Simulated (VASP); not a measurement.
# C (P-1) in VASP: further runs

The runs below take C through single point, with PBEsol+D3(BJ).

Everything below comes from runs of VASP 6.6.1. Logs are shortened: lines on timing, memory, paths and dates and some standing lists are left out, and cuts for length are marked.

**1. The cell of the first run**

The typed cell holds 2 atoms: a = 3.547 Å, b = 3.547 Å, c = 3.547 Å, α = 40.19°, β = 40.19°, γ = 40.19°.

**2. Single point, PBEsol+D3(BJ) (atoms displaced along a vibrational mode, the cell strained)**

The input, INCAR:

```
PREC = Accurate ; ENCUT = 520
EDIFF = 1E-6 ; ISMEAR = 0
SIGMA = 0.05 ; LREAL = False
LASPH = True ; NELM = 100
ALGO = Normal ; ISIF = 2
LWAVE = False ; LCHARG = True
GGA = PS ; IVDW = 12
LELF = True ; LVHAR = True
NBANDS = 11
```

The input, KPOINTS:

```
Automatic mesh
0
Gamma
  15 15 15
```

The input, POSCAR:

```
C
1.0
    1.2189287796      0.7037488590      3.2563122841
   -1.2189287796      0.7037488590      3.2563122841
    0.0000000000     -1.4074977180      3.2563122841
C
2
Direct
    0.1584476895      0.1747193539      0.1665835217
    0.8415523105      0.8252806461      0.8334164783
```

Potentials or basis: VASP PAW PBE potentials, release 64 (C).

Command:

```
> cat potpaw_PBE.64/C/POTCAR > POTCAR
> mpirun -np 1 vasp_std > vasp.out
```

OUTCAR:

```text
PREC = Accurate
   ENCUT = 520
   EDIFF = 1E-6
   ISMEAR = 0
   LREAL = False
   LASPH = True
   NELM = 100
   ISIF = 2
   GGA = PS
   IVDW = 12
 IVDW          = 12

 ion  position               nearest neighbor table
   1  0.158  0.175  0.167-   2 1.37   2 1.41   2 1.44
   2  0.842  0.825  0.833-   1 1.37   1 1.41   1 1.44

  LATTYP: Found a trigonal (rhomboedric) cell.
 ALAT       =     3.5474807283
 COS(alpha) =     0.7638725005

  Lattice vectors:

 A1 = (   1.2189287796,   0.7037488590,   3.2563122841)
 A2 = (  -1.2189287796,   0.7037488590,   3.2563122841)
 A3 = (   0.0000000000,  -1.4074977180,   3.2563122841)

Analysis of symmetry for initial positions (statically):
=====================================================================
 Subroutine PRICEL returns:
 Original cell was already a primitive cell.

 Routine SETGRP: Setting up the symmetry group for a
 trigonal (rhombohedral) supercell.

 Subroutine GETGRP returns: Found  2 space group operations
 (whereof  2 operations were pure point group operations)
 out of a pool of 12 trial point group operations.

The static configuration has the point symmetry S_2 .

Analysis of symmetry for dynamics (positions and initial velocities):
=====================================================================
 Subroutine PRICEL returns:
 Original cell was already a primitive cell.

 Routine SETGRP: Setting up the symmetry group for a
 trigonal (rhombohedral) supercell.

 Subroutine GETGRP returns: Found  2 space group operations
 (whereof  2 operations were pure point group operations)
 out of a pool of 12 trial point group operations.

The dynamic configuration has the point symmetry S_2 .

 Subroutine INISYM returns: Found  2 space group operations
 (whereof  2 operations are pure point group operations),
 and found     1 'primitive' translations

----------------------------------------------------------------------------------------

                                     Primitive cell

  volume of cell :      16.7600

  direct lattice vectors                    reciprocal lattice vectors
     1.218928780  0.703748859  3.256312284     0.410196238  0.236826909  0.102365284
    -1.218928780  0.703748859  3.256312284    -0.410196238  0.236826909  0.102365284
     0.000000000 -1.407497718  3.256312284     0.000000000 -0.473653817  0.102365284

  length of vectors
     3.547480728  3.547480728  3.547480728     0.484589094  0.484589094  0.484589094

  position of ions in fractional coordinates (direct lattice)
     0.158447690  0.174719354  0.166583522
[... 88 lines left out ...]
   PSTRESS=    0.0 pullay stress
   NELECT =       8.0000    total number of electrons
   NUPDOWN=      -1.0000    fix difference up-down
   EMIN   =  10.00;   EMAX   =-10.00  energy-range for DOS
   EFERMI =   0.00;   METHOD = LEGACY
   ISMEAR =     0;   SIGMA  =   0.05  broadening in eV -4-tet -1-fermi 0-gaus
   EFERMI_NEDOS =   21; number of points for ismear=-14 and -15
   IALGO  =     38    algorithm
   IMIX   =      4    mixing-type and parameters
     AMIX     =   0.40;   BMIX     =  1.00
     AMIX_MAG =   1.60;   BMIX_MAG =  1.00
  volume/ion in A,a.u.               =       8.38        56.55
  Fermi-wavevector in a.u.,A,eV,Ry     =   1.279422  2.417756 22.271647  1.636920
  Thomas-Fermi vector in A             =   2.411908
   LORBIT       =      0    0 simple, 1 ext, 2 COOP (PROOUT), +10 PAW based schemes
   GGA     = PS    functional components
   LHFCALC =     F    Hartree Fock is set to
   AEXX    =    0.0000 exact exchange contribution
   IVDW    =    12    specifies the selected vdW correction
   LEPSILON=     F    determine dielectric tensor
   LRPA    =     F    only Hartree local field effects (RPA)
 non-spin polarized calculation
 Gauss-broadening in eV      SIGMA  =   0.05
  energy-cutoff  :      520.00
  volume of cell :       16.76
 maximum number of plane-waves:       464
   NGX = 13   NGY = 13   NGZ = 13

 number of electron       8.0000000 magnetization

 Free energy of the ion-electron system (eV)
  ---------------------------------------------------
  ext. energy  EPLUGINS =         0.00000000
  ---------------------------------------------------
  free energy    TOTEN  =       -19.22074632 eV

  energy without entropy =      -19.22074626  energy(sigma->0) =      -19.22074629

 E-fermi :   5.0406     XC(G=0): -10.8239

 val. band max:        4.9134054516   @ k =   0.4000   0.0667  -0.2667
 cond. band min:       5.1678052478   @ k =   0.4000   0.0667  -0.2667
 fundamental gap:      0.2543997961
 Fermi energy:         5.0406042355

 k-point     1 :       0.0000    0.0000    0.0000
  band No.  band energies     occupation
      1     -14.8517      2.00000
      2      -1.5541      2.00000
      3       1.5257      2.00000
      4       2.7551      2.00000
      5       9.2436      0.00000
      6      12.8536      0.00000
      7      14.4430      0.00000
      8      16.8461      0.00000
      9      18.6388      0.00000
     10      27.9623      0.00000
     11      31.5667      0.00000
[... 309 lines left out ...]
 k-point    24 :      -0.0667    0.0000   -0.0667
  band No.  band energies     occupation
      1     -14.7371      2.00000
      2      -1.4855      2.00000
      3       1.1516      2.00000
      4       2.4707      2.00000
      5       9.4826      0.00000
      6      13.2983      0.00000
      7      14.4832      0.00000
      8      16.4321      0.00000
      9      18.8463      0.00000
     10      28.3227      0.00000
     11      30.4494      0.00000

 [... further k-points ...]

------------------------ aborting loop because EDIFF is reached ----------------------------------------

 Edisp (eV)   -0.22679

 E8    (eV) :    -0.1103

  FORCE on cell =-STRESS in cart. coord.  units (eV):
  Direction    XX          YY          ZZ          XY          YZ          ZX
  --------------------------------------------------------------------------------------
  -------------------------------------------------------------------------------------
  Total       1.49741     1.45174     0.02602    -0.61135    -0.00053    -0.00234
  in kB     143.14539   138.77953     2.48769   -58.44204    -0.05052    -0.22366
  external pressure =       94.80 kB  Pullay stress =        0.00 kB

 VOLUME and BASIS-vectors are now :
 -----------------------------------------------------------------------------
  energy-cutoff  :      520.00
  volume of cell :       16.76
      direct lattice vectors                 reciprocal lattice vectors
     1.218928780  0.703748859  3.256312284     0.410196238  0.236826909  0.102365284
    -1.218928780  0.703748859  3.256312284    -0.410196238  0.236826909  0.102365284
     0.000000000 -1.407497718  3.256312284     0.000000000 -0.473653817  0.102365284

 POSITION                                       TOTAL-FORCE (eV/Angst)
 -----------------------------------------------------------------------------------
     -0.01983      0.00000      1.62734         2.340211     -0.119206      0.000920
      0.01983     -0.00000      8.14159        -2.340211      0.119206     -0.000920
 -----------------------------------------------------------------------------------
    total drift:                                0.000000      0.000000     -0.000000

  FREE ENERGIE OF THE ION-ELECTRON SYSTEM (eV)
  ---------------------------------------------------
  free  energy   TOTEN  =       -19.4475375274 eV

  energy  without entropy=      -19.4475374757  energy(sigma->0) =      -19.44753750
```

OSZICAR:

```text
N       E                     dE             d eps       ncg     rms          rms(c)
DAV:   1     0.472263258708E+01    0.47226E+01   -0.45924E+03 38204   0.667E+02
DAV:   2    -0.199346964000E+02   -0.24657E+02   -0.23336E+02 47784   0.131E+02
DAV:   3    -0.205048378212E+02   -0.57014E+00   -0.56862E+00 46485   0.166E+01
DAV:   4    -0.205067519896E+02   -0.19142E-02   -0.19140E-02 43202   0.119E+00
DAV:   5    -0.205067586592E+02   -0.66696E-05   -0.66690E-05 47246   0.649E-02    0.666E+00
DAV:   6    -0.195258946333E+02    0.98086E+00   -0.85175E-01 43789   0.533E+00    0.384E+00
DAV:   7    -0.192191887273E+02    0.30671E+00   -0.91257E-01 44899   0.559E+00    0.103E+00
DAV:   8    -0.192209762804E+02   -0.17876E-02   -0.19822E-02 41857   0.919E-01    0.133E-01
DAV:   9    -0.192207087301E+02    0.26755E-03   -0.65056E-04 44578   0.158E-01    0.555E-02
DAV:  10    -0.192207463845E+02   -0.37654E-04   -0.81363E-05 43328   0.641E-02    0.248E-02
DAV:  11    -0.192207463164E+02    0.68101E-07   -0.42510E-06 44671   0.125E-02
   1 F= -.19447538E+02 E0= -.19447538E+02  d E =-.517418E-07
```

Wall time 5.3 min (1 thread of AMD EPYC 7R13 (Zen 3), shared host); peak memory 0.34 GiB.

What came out:

```yaml
Free_energy: -19.4475 eV
Pressure: 9.5 GPa
Largest_force: 2.343 eV/Å
Dispersion_energy_per_atom: -0.113 eV
```

Forces on the atoms (eV/Å):
```
C    2.340 -0.119  0.001
C   -2.340  0.119 -0.001
```

Caveat: the cell differs from its parent crystal (atoms displaced along a vibrational mode, the cell strained); the cell stands under pressure; the PAW data sets were made with another functional, which shifts forces and pressure a little.

**3. Single point, PBEsol+D3(BJ) (atoms displaced along a vibrational mode, the cell strained)**

The input, INCAR:

```
SYSTEM = C
ALGO     = Normal         ! electronic algorithm
EDIFF    = 1E-6           ! SCF threshold, eV
ENCUT    = 520            ! plane-wave cutoff, eV
GGA      = PS             ! functional
ISIF     = 2              ! what is computed and relaxed
ISMEAR   = 0              ! smearing method
IVDW     = 12             ! dispersion correction
LASPH    = .TRUE.         ! aspherical terms in the spheres
LCHARG   = .TRUE.         ! write CHGCAR
LELF     = .TRUE.         ! ELF
LREAL    = .FALSE.        ! projectors in reciprocal space
LVHAR    = .TRUE.       
LWAVE    = .FALSE.        ! write WAVECAR
NBANDS   = 11             ! bands
NELM     = 100            ! most SCF steps
PREC     = Accurate       ! precision mode
SIGMA    = 0.05           ! smearing width, eV
```

The input, KPOINTS:

```
k-points
0
G
  15 15 15
  0 0 0
```

The input, POSCAR:

```
C
1.0
    1.2189287796      0.7037488590      3.2563122841
   -1.2189287796      0.7037488590      3.2563122841
    0.0000000000     -1.4074977180      3.2563122841
C
2
Direct
    0.1503118573      0.1828551861      0.1665835217
    0.8496881427      0.8171448139      0.8334164783
```

Potentials or basis: VASP PAW PBE potentials, release 64 (C).

Command:

```
> cat potpaw_PBE.64/C/POTCAR > POTCAR
> mpirun -np 1 vasp_std > vasp.out
```

It took 5.7 min on 1 thread of AMD EPYC 7R13 (Zen 3), shared host; peak memory 0.34 GiB.

It converged, with:

```
Free energy                : -19.3088 eV
Pressure                   : 11.9 GPa
Largest force              : 4.683 eV/Å
Dispersion energy per atom : -0.113 eV
```

Forces on the atoms (eV/Å):
```
C    4.660 -0.472  0.006
C   -4.660  0.472 -0.006
```

Stress tensor (GPa, compression positive):
```
 18.44 -11.69  -0.06
-11.69  16.78  -0.03
 -0.06  -0.03   0.36
```

Caveat: the cell differs from its parent crystal (atoms displaced along a vibrational mode, the cell strained); the cell stands under pressure; the PAW data sets were made with another functional, which shifts forces and pressure a little.
